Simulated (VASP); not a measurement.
# WC (P1) in VASP: single point with PBE

Aim: the single point of WC with PBE.

Program: VASP 6.6.1. These are calculated values, not measurements. Logs are shortened: lines on timing, memory, paths and dates and some standing lists are left out, and cuts for length are marked.

**1. The cell of the first run**

The typed cell holds 16 atoms: a = 5.999 Å, b = 5.195 Å, c = 5.888 Å, α = 90.00°, β = 90.00°, γ = 90.00°.

**2. Single point, PBE**

INCAR

```
SYSTEM = WC
  PREC = Accurate
  ENCUT = 520
  EDIFF = 1E-7
  ISMEAR = -1
  SIGMA = 0.3
  LREAL = Auto
  LASPH = .TRUE.
  NELM = 60
  ALGO = Normal
  ISIF = 2
  LWAVE = .FALSE.
  LCHARG = .TRUE.
  GGA = PE
  LELF = .TRUE.
  LVHAR = .TRUE.
  NBANDS = 86
```

KPOINTS

```
regular mesh
0
G
  3 3 3
  0 0 0
```

POSCAR

```
WC
1.0
   -2.9993780000     -5.1950750000      0.0000000000
    4.4990670000     -2.5975380000      0.0000000000
    0.0000000000      0.0000000000      5.8881830000
W C
8 8
Direct
    0.8027182713      0.5190755157      0.0061309236
    0.7823201978      0.4676689612      0.4929194626
    0.5427894259     -0.0297326840      0.0033117177
    0.5334995148      0.0055937615      0.4970124060
    0.2794136538      0.4670673200      0.0002207812
    0.2858972670      0.4999512061      0.5251025656
    0.0351920559     -0.0074783776     -0.0046533880
    0.0348428283     -0.0118231596      0.5072702394
    0.5215755967      0.6108382849      0.2681812029
    0.5570235926      0.6656767523      0.7325349773
    0.2628607321      0.1842201277      0.2858946470
    0.2987335848      0.1530128229      0.7536620380
    0.0127039264      0.6841871609      0.2652431149
    0.0155630253      0.6698454137      0.7258096428
    0.7606432304      0.2058107984      0.2178430935
    0.7962890877      0.1980792843      0.7628499318
```

Potentials or basis: VASP PAW PBE potentials, release 64 (W_sv, C).

The run is started by

```bash
$ cat potpaw_PBE.64/W_sv/POTCAR potpaw_PBE.64/C/POTCAR > POTCAR
$ mpirun -np 1 vasp_std > vasp.out
```

OUTCAR:

```text
SYSTEM = WC
   PREC = Accurate
   ENCUT = 520
   EDIFF = 1E-7
   ISMEAR = -1
   LREAL = Auto
   LASPH = .TRUE.
   NELM = 60
   ISIF = 2
   GGA = PE

 ion  position               nearest neighbor table
   1  0.803  0.519  0.006-  15 2.07  13 2.16  16 2.20  14 2.23  10 2.31   9 2.34   3 2.82   7 2.83
                             5 2.87   2 2.88   2 3.04   7 3.07   5 3.15   3 3.25
   2  0.782  0.468  0.493-  15 2.12  16 2.12   9 2.18  10 2.21  14 2.22  13 2.23   4 2.83   1 2.88
                             8 2.92   6 2.99   6 3.03   1 3.04   8 3.10   4 3.17
   3  0.543  0.970  0.003-  15 2.19  10 2.25  12 2.28  16 2.39   9 2.44  11 2.61   1 2.82   4 2.91
                             7 2.96   4 2.99   5 3.03   7 3.05   5 3.05   1 3.25
   4  0.533  0.006  0.497-  12 2.20  11 2.25  10 2.25  15 2.37  16 2.44   9 2.45   2 2.83   3 2.91
                             6 2.97   3 2.99   8 2.99   8 3.01   6 3.02   2 3.17
   5  0.279  0.467  0.000-  12 2.19  11 2.24   9 2.27  14 2.50  13 2.50  10 2.51   6 2.80   7 2.87
                             1 2.87   3 3.03   3 3.05   6 3.10   7 3.10   1 3.15
   6  0.286  0.500  0.525-   9 2.15  11 2.17  14 2.19  10 2.21  12 2.25  13 2.44   5 2.80   8 2.95
                             4 2.97   2 2.99   4 3.02   2 3.03   8 3.06   5 3.10
   7  0.035  0.993  0.995-  16 2.25  13 2.26  12 2.28  14 2.31  15 2.38  11 2.40   1 2.83   5 2.87
                             8 2.87   3 2.96   8 3.01   3 3.05   1 3.07   5 3.10
   8  0.035  0.988  0.507-  14 2.10  13 2.13  11 2.15  12 2.31  16 2.35  15 2.62   7 2.87   2 2.92
                             6 2.95   4 2.99   4 3.01   7 3.01   6 3.06   2 3.10
   9  0.522  0.611  0.268-   6 2.15   2 2.18   5 2.27   1 2.34   3 2.44   4 2.45
  10  0.557  0.666  0.733-   2 2.21   6 2.21   3 2.25   4 2.25   1 2.31   5 2.51
  11  0.263  0.184  0.286-   8 2.15   6 2.17   5 2.24   4 2.25   7 2.40   3 2.61
  12  0.299  0.153  0.754-   5 2.19   4 2.20   6 2.25   3 2.28   7 2.28   8 2.31
  13  0.013  0.684  0.265-   8 2.13   1 2.16   2 2.23   7 2.26   6 2.44   5 2.50
  14  0.016  0.670  0.726-   8 2.10   6 2.19   2 2.22   1 2.23   7 2.31   5 2.50
  15  0.761  0.206  0.218-   1 2.07   2 2.12   3 2.19   4 2.37   7 2.38   8 2.62
  16  0.796  0.198  0.763-   2 2.12   1 2.20   7 2.25   8 2.35   3 2.39   4 2.44

  LATTYP: Found a simple orthorhombic cell.
 ALAT       =     5.1950753153
 B/A-ratio  =     1.1334162919
 C/A-ratio  =     1.1547004731

  Lattice vectors:

 A1 = (   4.4990670000,  -2.5975380000,   0.0000000000)
 A2 = (   0.0000000000,   0.0000000000,   5.8881830000)
 A3 = (  -2.9993780000,  -5.1950750000,   0.0000000000)

Analysis of symmetry for initial positions (statically):
=====================================================================
 Subroutine PRICEL returns:
 Original cell was already a primitive cell.

 Routine SETGRP: Setting up the symmetry group for a
 simple orthorhombic supercell.

 Subroutine GETGRP returns: Found  1 space group operations
 (whereof  1 operations were pure point group operations)
 out of a pool of  8 trial point group operations.

The static configuration has the point symmetry C_1 .

Analysis of symmetry for dynamics (positions and initial velocities):
=====================================================================
 Subroutine PRICEL returns:
 Original cell was already a primitive cell.

 Routine SETGRP: Setting up the symmetry group for a
 simple orthorhombic supercell.

 Subroutine GETGRP returns: Found  1 space group operations
 (whereof  1 operations were pure point group operations)
 out of a pool of  8 trial point group operations.

The dynamic configuration has the point symmetry C_1 .

 Subroutine INISYM returns: Found  1 space group operations
 (whereof  1 operations are pure point group operations),
 and found     1 'primitive' translations

----------------------------------------------------------------------------------------

                                     Primitive cell

  volume of cell :     183.4993

  direct lattice vectors                    reciprocal lattice vectors
    -2.999378000 -5.195075000  0.000000000    -0.083350627 -0.144367495  0.000000000
     4.499067000 -2.597538000  0.000000000     0.166701221 -0.096244997  0.000000000
     0.000000000  0.000000000  5.888183000     0.000000000  0.000000000  0.169831678

  length of vectors
     5.998755925  5.195075315  5.888183000     0.166701231  0.192489991  0.169831678

  position of ions in fractional coordinates (direct lattice)
     0.802718271  0.519075516  0.006130924
     0.782320198  0.467668961  0.492919463
[... 46 lines left out ...]
     0.055567074 -0.032081666  0.000000000    -0.000000000  0.333333333  0.000000000
     0.000000000  0.000000000  0.056610559     0.000000000  0.000000000  0.333333333

  Length of vectors
     0.055567077  0.064163330  0.056610559

  Shift w.r.t. Gamma in fractional coordinates (k-lattice)
     0.000000000  0.000000000  0.000000000

 Subroutine IBZKPT returns following result:
 ===========================================

 Found     14 irreducible k-points:

 Following reciprocal coordinates:
            Coordinates               Weight
  0.000000  0.000000  0.000000      1.000000
  0.333333  0.000000  0.000000      2.000000
  0.000000  0.333333  0.000000      2.000000
  0.333333  0.333333  0.000000      2.000000
 -0.333333  0.333333  0.000000      2.000000
  0.000000  0.000000  0.333333      2.000000
  0.333333  0.000000  0.333333      2.000000
 -0.333333  0.000000  0.333333      2.000000
  0.000000  0.333333  0.333333      2.000000
  0.000000  0.333333 -0.333333      2.000000
  0.333333  0.333333  0.333333      2.000000
 -0.333333  0.333333 -0.333333      2.000000
 -0.333333 -0.333333  0.333333      2.000000
  0.333333 -0.333333 -0.333333      2.000000
   k-points           NKPTS =     14   k-points in BZ     NKDIM =     14   number of bands    NBANDS=     86
   number of dos      NEDOS =    301   number of ions     NIONS =     16
   total plane-waves  NPLWV =  92160
   dimension x,y,z NGX =    48 NGY =   40 NGZ =   48
   dimension x,y,z NGXF=    96 NGYF=   80 NGZF=   96
   ions per type =               8   8
   NGX,Y,Z   is equivalent  to a cutoff of  13.30, 12.80, 13.55 a.u.
   NGXF,Y,Z  is equivalent  to a cutoff of  26.60, 25.60, 27.10 a.u.
 SYSTEM =  WC
   PREC   = accura    normal or accurate (medium, high low for compatibility)
   ISTART =      0    job   : 0-new  1-cont  2-samecut
   ICHARG =      2    charge: 1-file 2-atom 10-const
   ISPIN  =      1    spin polarized calculation?
   LNONCOLLINEAR =      F non collinear calculations
   LSORBIT =      F    spin-orbit coupling
   LASPH  =      T    aspherical Exc in radial PAW
   ENCUT  =  520.0 eV  38.22 Ry    6.18 a.u.  11.15  9.66 10.95*2*pi/ulx,y,z
   NELM   =     60;   NELMIN=  2; NELMDL= -5     # of ELM steps
   EDIFF  = 0.1E-06   stopping-criterion for ELM
   LREAL  =      T    real-space projection
   EDIFFG = 0.1E-05   stopping-criterion for IOM
   NSW    =      0    number of steps for IOM
   IBRION =     -1    ionic relax: 0-MD 1-quasi-New 2-CG
   NFREE  =      0    steps in history (QN), initial steepest desc. (CG)
   ISIF   =      2    stress and relaxation
   ISYM   =      2    0-nonsym 1-usesym 2-fastsym
   POTIM  = 0.5000    time-step for ionic-motion
   TEBEG  =    0.0;   TEEND  =   0.0 temperature during run
   PSTRESS=    0.0 pullay stress
   NELECT =     144.0000    total number of electrons
   NUPDOWN=      -1.0000    fix difference up-down
   EMIN   =  10.00;   EMAX   =-10.00  energy-range for DOS
   EFERMI =   0.00;   METHOD = LEGACY
   ISMEAR =    -1;   SIGMA  =   0.30  broadening in eV -4-tet -1-fermi 0-gaus
   EFERMI_NEDOS =   21; number of points for ismear=-14 and -15
   IALGO  =     38    algorithm
   IMIX   =      4    mixing-type and parameters
     AMIX     =   0.40;   BMIX     =  1.00
     AMIX_MAG =   1.60;   BMIX_MAG =  1.00
  volume/ion in A,a.u.               =      11.47        77.39
  Fermi-wavevector in a.u.,A,eV,Ry     =   1.510025  2.853534 31.023682  2.280176
  Thomas-Fermi vector in A             =   2.620270
   LORBIT       =      0    0 simple, 1 ext, 2 COOP (PROOUT), +10 PAW based schemes
   GGA     = PE    functional components
   LHFCALC =     F    Hartree Fock is set to
   AEXX    =    0.0000 exact exchange contribution
   IVDW    =     0    specifies the selected vdW correction
   LEPSILON=     F    determine dielectric tensor
   LRPA    =     F    only Hartree local field effects (RPA)
 non-spin polarized calculation
  energy-cutoff  :      520.00
  volume of cell :      183.50
 maximum number of plane-waves:      4954
 NGX is ok and might be reduce to    48
   NGX = 23   NGY = 19   NGZ = 21

 number of electron     143.9999990 magnetization

 Free energy of the ion-electron system (eV)
  ---------------------------------------------------
  ext. energy  EPLUGINS =         0.00000000
  ---------------------------------------------------
  free energy    TOTEN  =      -174.98284985 eV

  energy without entropy =     -173.68467645  energy(sigma->0) =     -174.33376315

 E-fermi :  10.0217     XC(G=0): -13.2304

 val. band max:        9.9503865342   @ k =   0.0000   0.3333   0.0000
 cond. band min:      10.0325825461   @ k =   0.3333   0.0000   0.3333
 fundamental gap:      0.0821960119
 Fermi energy:        10.0216695544

 k-point     1 :       0.0000    0.0000    0.0000
  band No.  band energies     occupation
      1     -64.4854      2.00000
      2     -64.4597      2.00000
      3     -64.4113      2.00000
      4     -64.3929      2.00000
      5     -64.3832      2.00000
      6     -64.2999      2.00000
[... 1207 lines left out ...]
     83      13.0632      0.00008
     84      13.2654      0.00004
 [bands above 84 left out]

------------------------ aborting loop because EDIFF is reached ----------------------------------------

  FORCE on cell =-STRESS in cart. coord.  units (eV):
  Direction    XX          YY          ZZ          XY          YZ          ZX
  --------------------------------------------------------------------------------------
  -------------------------------------------------------------------------------------
  Total      -17.8251643    -18.4439313    -26.7851759     -0.5723479      1.3855758     -0.4418437
  in kB     -155.6359015   -161.0385083   -233.8679703     -4.9973104     12.0978039     -3.8578461
  external PRESSURE =    -183.5141267 kB  Pullay stress =       0.0000000 kB

 VOLUME and BASIS-vectors are now :
 -----------------------------------------------------------------------------
  energy-cutoff  :      520.00
  volume of cell :      183.50
      direct lattice vectors                 reciprocal lattice vectors
    -2.999378000 -5.195075000  0.000000000    -0.083350627 -0.144367495  0.000000000
     4.499067000 -2.597538000  0.000000000     0.166701221 -0.096244997  0.000000000
     0.000000000  0.000000000  5.888183000     0.000000000  0.000000000  0.169831678

 POSITION                                       TOTAL-FORCE (eV/Angst)
 -----------------------------------------------------------------------------------
     -0.07230     -5.51850      0.03610        -0.120356      2.540357     -1.528618
     -0.24240     -5.27900      2.90240         3.228501     -1.873304      1.172933
      2.73727     -5.34014      0.01950         2.307275     -0.322848     -0.357628
     -1.57500     -2.78610      2.92650        -0.875191      0.529595      0.546703
      1.26330     -2.66480      0.00130         1.276751     -1.731216      1.413190
      1.39180     -2.78390      3.09190        -0.598761      0.787252     -2.290020
[... 8 lines left out ...]
     -1.35550     -4.48620      1.28270        -3.737495      1.397920      1.509312
     -1.49720     -4.65130      4.49180        -2.432674      1.652537     -0.465482
 -----------------------------------------------------------------------------------
    total drift:                               -0.022629      0.006400     -0.007473

  FREE ENERGIE OF THE ION-ELECTRON SYSTEM (eV)
  ---------------------------------------------------
  free  energy   TOTEN  =      -174.9828498478 eV

  energy  without entropy=     -173.6846764495  energy(sigma->0) =     -174.33376315
```

It took 8.8 min on 1 thread of Intel Xeon Platinum 8259CL at 2.50GHz (Skylake/Cascade Lake), shared host; peak memory 0.36 GiB.

What came out:

```yaml
Free_energy: -174.9828 eV
Pressure: -18.4 GPa
Largest_force: 4.266 eV/Å
Band_gap_on_the_k_mesh: zero (band 72 reaches 10.04 eV, above the bottom of band 73 at 10.03 eV)
```

Forces on the atoms (eV/Å):
```
W   -0.120  2.540 -1.529
W    3.229 -1.873  1.173
W    2.307 -0.323 -0.358
W   -0.875  0.530  0.547
W    1.277 -1.731  1.413
W   -0.599  0.787 -2.290
W    1.016 -0.259  0.917
W    1.652 -0.473 -0.466
C    2.272 -1.714 -1.633
C    0.381  0.862  1.273
C   -1.755  0.039 -1.924
C    0.130  0.377  0.402
C   -1.404 -0.583 -0.804
C   -1.341 -1.230  2.235
C   -3.737  1.398  1.509
C   -2.433  1.653 -0.465
```

Stress tensor (GPa, compression positive):
```
-15.56  -0.50  -0.39
 -0.50 -16.10   1.21
 -0.39   1.21 -23.39
```

Caveat: the k points lie up to 0.40 Å⁻¹ apart; spin-orbit coupling is left out, which moves the levels of the heavy elements; forces of over 1 eV/Å act on the atoms, so gaps and moduli don't describe the material at rest.
